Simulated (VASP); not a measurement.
# Pt (P6/mmm) in VASP: notebook, part 2 of 2

VASP 6.6.1.

## 5. Single point, PBE (15.40 Å³/atom)

This run uses another cell than the first one, of 15.40 Å³/atom.

Input file INCAR:

```
ALGO     = Normal         # electronic algorithm
EDIFF    = 1E-7           # SCF threshold, eV
ENCUT    = 520            # plane-wave cutoff, eV
GGA      = PE             # functional
ISIF     = 2              # what is computed and relaxed
ISMEAR   = -1             # smearing method
LASPH    = True           # aspherical terms in the spheres
LCHARG   = False          # write CHGCAR
LREAL    = False          # projectors in reciprocal space
LWAVE    = False          # write WAVECAR
NBANDS   = 22             # bands
NELM     = 100            # most SCF steps
PREC     = Accurate       # precision mode
SIGMA    = 0.1            # smearing width, eV
```

Input file KPOINTS:

```
k-points
0
Gamma
  9 9 13
```

Input file POSCAR:

```
Pt
1.0
    4.4727099388      0.0000000000      0.0000000000
   -2.2363549694      3.8734804308      0.0000000000
    0.0000000000      0.0000000000      2.6664393921
Pt
3
Direct
    0.0000000000      0.0000000000      0.0000000000
    0.3333333333      0.6666666667      0.5000000000
    0.6666666667      0.3333333333      0.5000000000
```

Potentials or basis: VASP PAW PBE potentials, release 64 (Pt).

Started as:

```bash
> cat potpaw_PBE.64/Pt/POTCAR > POTCAR
> mpirun -np 1 vasp_std > vasp.out
```

OUTCAR:

```text
EDIFF = 1E-7
   ENCUT = 520
   GGA = PE
   ISIF = 2
   ISMEAR = -1
   LASPH = True
   LREAL = False
   NELM = 100
   PREC = Accurate

 ion  position               nearest neighbor table
   1  0.000  0.000  0.000-   2 2.91   3 2.91   2 2.91   3 2.91   3 2.91   3 2.91   2 2.91   2 2.91
                             3 2.91   3 2.91   2 2.91   2 2.91
   2  0.333  0.667  0.500-   3 2.58   3 2.58   3 2.58   1 2.91   1 2.91   1 2.91   1 2.91   1 2.91
                             1 2.91
   3  0.667  0.333  0.500-   2 2.58   2 2.58   2 2.58   1 2.91   1 2.91   1 2.91   1 2.91   1 2.91
                             1 2.91

  LATTYP: Found a hexagonal cell.
 ALAT       =     4.4727099388
 C/A-ratio  =     0.5961574590

  Lattice vectors:

 A1 = (   4.4727099388,   0.0000000000,   0.0000000000)
 A2 = (  -2.2363549694,   3.8734804308,   0.0000000000)
 A3 = (   0.0000000000,   0.0000000000,   2.6664393921)

Analysis of symmetry for initial positions (statically):
=====================================================================
 Subroutine PRICEL returns:
 Original cell was already a primitive cell.

 Routine SETGRP: Setting up the symmetry group for a
 hexagonal supercell.

 Subroutine GETGRP returns: Found 24 space group operations
 (whereof 24 operations were pure point group operations)
 out of a pool of 24 trial point group operations.

The static configuration has the point symmetry D_6h.

Analysis of symmetry for dynamics (positions and initial velocities):
=====================================================================
 Subroutine PRICEL returns:
 Original cell was already a primitive cell.

 Routine SETGRP: Setting up the symmetry group for a
 hexagonal supercell.

 Subroutine GETGRP returns: Found 24 space group operations
 (whereof 24 operations were pure point group operations)
 out of a pool of 24 trial point group operations.

The dynamic configuration has the point symmetry D_6h.

[... 116 lines left out ...]
   EFERMI_NEDOS =   21; number of points for ismear=-14 and -15
   IALGO  =     38    algorithm
   IMIX   =      4    mixing-type and parameters
     AMIX     =   0.40;   BMIX     =  1.00
     AMIX_MAG =   1.60;   BMIX_MAG =  1.00
  volume/ion in A,a.u.               =      15.40       103.92
  Fermi-wavevector in a.u.,A,eV,Ry     =   1.417688  2.679042 27.345521  2.009839
  Thomas-Fermi vector in A             =   2.538892
   LORBIT       =      0    0 simple, 1 ext, 2 COOP (PROOUT), +10 PAW based schemes
   GGA     = PE    functional components
   LHFCALC =     F    Hartree Fock is set to
   AEXX    =    0.0000 exact exchange contribution
   IVDW    =     0    specifies the selected vdW correction
   LEPSILON=     F    determine dielectric tensor
   LRPA    =     F    only Hartree local field effects (RPA)
 non-spin polarized calculation
  energy-cutoff  :      520.00
  volume of cell :       46.20
 maximum number of plane-waves:      1266
 NGX is ok and might be reduce to    36
   NGX = 17   NGY = 17   NGZ =  9

 number of electron      30.0000001 magnetization

 Free energy of the ion-electron system (eV)
  ---------------------------------------------------
  ext. energy  EPLUGINS =         0.00000000
  ---------------------------------------------------
  free energy    TOTEN  =       -17.88722120 eV

  energy without entropy =      -17.71973184  energy(sigma->0) =      -17.80347652

 E-fermi :  10.8117     XC(G=0): -13.3504

 val. band max:       10.8100013972   @ k =   0.2222   0.0000   0.3846
 cond. band min:      10.8130803885   @ k =   0.3333   0.1111   0.3846
 fundamental gap:      0.0030789913
 Fermi energy:        10.8117044561

 k-point     1 :       0.0000    0.0000    0.0000
  band No.  band energies     occupation
      1       0.8928      2.00000
      2       4.2339      2.00000
      3       5.8593      2.00000
      4       6.5619      2.00000
      5       6.5619      2.00000
      6       6.5942      2.00000
[... 589 lines left out ...]
     21      21.9894      0.00000
     22      26.1581      0.00000

 [... further k-points ...]

------------------------ aborting loop because EDIFF is reached ----------------------------------------

  FORCE on cell =-STRESS in cart. coord.  units (eV):
  Direction    XX          YY          ZZ          XY          YZ          ZX
  --------------------------------------------------------------------------------------
  -------------------------------------------------------------------------------------
  Total        2.8223349      2.8223349      3.1168753      0.0000000     -0.0000000      0.0000000
  in kB       97.8848112     97.8848112    108.1001226      0.0000000     -0.0000000      0.0000000
  external PRESSURE =     101.2899150 kB  Pullay stress =       0.0000000 kB

 VOLUME and BASIS-vectors are now :
 -----------------------------------------------------------------------------
  energy-cutoff  :      520.00
  volume of cell :       46.20
      direct lattice vectors                 reciprocal lattice vectors
     4.472709939  0.000000000  0.000000000     0.223578102  0.129082878  0.000000000
    -2.236354969  3.873480431  0.000000000     0.000000000  0.258165755  0.000000000
     0.000000000  0.000000000  2.666439392     0.000000000  0.000000000  0.375031963

 POSITION                                       TOTAL-FORCE (eV/Angst)
 -----------------------------------------------------------------------------------
      0.00000      0.00000      0.00000         0.000000     -0.000000      0.000000
     -0.00000      2.58232      1.33322         0.000000      0.000000      0.000000
      2.23635      1.29116      1.33322        -0.000000      0.000000     -0.000000
 -----------------------------------------------------------------------------------
    total drift:                                0.000000      0.000000     -0.000000

  FREE ENERGIE OF THE ION-ELECTRON SYSTEM (eV)
  ---------------------------------------------------
  free  energy   TOTEN  =       -17.8872211981 eV

  energy  without entropy=      -17.7197318415  energy(sigma->0) =      -17.80347652
```

OSZICAR:

```text
N       E                     dE             d eps       ncg     rms          rms(c)
DAV:   1     0.177044298646E+03    0.17704E+03   -0.15266E+04  3712   0.130E+03
DAV:   2    -0.146390606218E+02   -0.19168E+03   -0.17941E+03  4066   0.290E+02
DAV:   3    -0.189499650092E+02   -0.43109E+01   -0.42320E+01  4290   0.433E+01
DAV:   4    -0.189801602059E+02   -0.30195E-01   -0.30181E-01  4140   0.384E+00
DAV:   5    -0.189804779753E+02   -0.31777E-03   -0.31777E-03  4422   0.427E-01    0.215E+01
DAV:   6    -0.180226162151E+02    0.95786E+00   -0.18627E+00  3990   0.107E+01    0.117E+01
DAV:   7    -0.181276404655E+02   -0.10502E+00   -0.18122E+00  4110   0.102E+01    0.651E+00
DAV:   8    -0.178933672253E+02    0.23427E+00   -0.79361E-01  3906   0.856E+00    0.285E+00
DAV:   9    -0.178893852324E+02    0.39820E-02   -0.38205E-02  4122   0.143E+00    0.538E-01
DAV:  10    -0.178872217195E+02    0.21635E-02   -0.89385E-03  4020   0.791E-01    0.972E-02
DAV:  11    -0.178872209771E+02    0.74238E-06   -0.24349E-04  4248   0.127E-01    0.551E-02
DAV:  12    -0.178872226723E+02   -0.16952E-05   -0.44962E-05  4212   0.580E-02    0.190E-02
DAV:  13    -0.178872210666E+02    0.16057E-05   -0.44590E-06  4122   0.178E-02    0.154E-03
DAV:  14    -0.178872211667E+02   -0.10015E-06   -0.93099E-08  2744   0.237E-03    0.775E-04
DAV:  15    -0.178872211981E+02   -0.31372E-07   -0.96926E-09  2262   0.756E-04
   1 F= -.17887221E+02 E0= -.17803477E+02  d E =-.167489E+00
```

Wall time 99 s (1 thread of Intel Xeon 8259CL, shared host); peak memory 0.21 GiB.

What came out:

```yaml
Free_energy: -17.8872 eV
Pressure: 10.1 GPa
Band_gap_on_the_k_mesh: zero (bands 15 and 16 overlap by 1.35 eV)
```

Stress tensor (GPa, compression positive):
```
 9.79  0.00  0.00
 0.00  9.79  0.00
 0.00  0.00 10.81
```

Levels at points of the mesh, in eV from the Fermi level:
```csv
k point,band 13,band 14,band 15,band 16,band 17,band 18
"(0.00, 0.00, 0.00)",-1.90,-1.90,0.35,0.35,5.10,6.08
```

Caveat: the cell stands under pressure; spin-orbit coupling is left out, which moves the levels of the heavy elements.

## 6. The runs side by side

```tsv
cell	k mesh	gap on the mesh (eV)	pressure (GPa)
a = 4.534, b = 4.534, c = 2.703 Å, angles 90.0, 90.0, 120.0°, 3 atoms	8 × 8 × 12	none	-0.5
a = 4.345, b = 4.345, c = 2.590 Å, angles 90.0, 90.0, 120.0°, 3 atoms	9 × 9 × 13	none	41.5
a = 4.410, b = 4.410, c = 2.629 Å, angles 90.0, 90.0, 120.0°, 3 atoms	9 × 9 × 13	none	23.8
a = 4.473, b = 4.473, c = 2.666 Å, angles 90.0, 90.0, 120.0°, 3 atoms	9 × 9 × 13	none	10.1
```

Alike in all rows: task single point; level PBE; potentials or basis VASP PAW PBE potentials, release 64 (Pt); no spin polarisation; cutoff (eV) 520; smearing fermi-dirac 0.1 eV.

Caveats: spin-orbit coupling is left out, which moves the levels of the heavy elements; the cell stands under pressure (at least some runs).

Total energies depend on the potentials used, so only differences within one code and one set of settings carry meaning.
